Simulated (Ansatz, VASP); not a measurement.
## Two plane-wave programs on TiB2

```
Ti B
1.0
     3.02920    0.00000    0.00000
    -1.51460    2.62336    0.00000
     0.00000    0.00000    3.22840
Ti B
1 2
Direct
  0.00000 0.00000 0.00000
  0.66667 0.33333 0.50000
  0.33333 0.66667 0.50000
```

Alike in both runs: task relaxation of cell and atoms; functional PBE; dispersion D3(BJ); k mesh 10 × 10 × 8; occupations fermi-dirac, width 0.05 eV; no spin polarisation.

|  | VASP | Ansatz |
| --- | --- | --- |
| version | VASP 6.6.1 | Ansatz 0.2.0 |
| potentials or method | VASP PAW PBE potentials, release 64 (Ti_sv, B) | Ansatz PAW |
| plane-wave cutoff (eV) | 600 | 420 |
| valence electrons in the cell | 18 | 18 |

VASP gave:

```
relaxed volume (Å³/atom)                                     : 8.30
relaxed cell length with the largest relative difference (Å) : 3.186
```

Task: What did Ansatz give for the same quantities?

Result: Relaxed volume (Å³/atom): 8.29; relaxed cell length with the largest relative difference (Å): 3.185.

Noted on Ansatz's run: the plane-wave basis is chosen anew once the cell has moved, so the energies of steps on either side of that aren't comparable.
